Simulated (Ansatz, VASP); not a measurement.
Os: VASP beside Ansatz

```xyz
2
Lattice="-1.3774 1.3774 4.1289 1.3774 -1.3774 4.1289 1.3774 1.3774 -4.1289" Properties=species:S:1:pos:R:3 pbc="T T T"
Os    0.0000    0.0000    7.0196
Os    0.0000    0.0000    1.2383
```

Alike in both runs: functional PBEsol; k mesh 28 × 28 × 28; occupations gaussian, width 0.1 eV; no spin polarisation.

Ansatz relaxed the structure, and its values are those at the end. VASP's run is a single point on that final structure, the one shown.

```csv
,VASP,Ansatz
version,VASP 6.6.1,Ansatz 0.2.0
potentials or method,"VASP PAW PBE potentials, release 64 (Os), cutoff 520 eV","scalar-relativistic, plane waves, PAW"
valence electrons in the cell,16,32
```

```tsv
	VASP	Ansatz	Ansatz less VASP
gap on the k mesh at the Fermi level (eV)	none	none	-
pressure (GPa)	0.3	0.0	-0.26
rms of the force components (eV/Å)	0.037	0.000	-0.0368
```

VASP's potentials were made for PBE, not for PBEsol. A gap of «none» marks a metal or a gap that the smearing closes. VASP's potentials hold 16 valence electrons a cell and Ansatz's 32, so a difference there can come from the potentials and not from the codes.

Spin-orbit coupling is off throughout.
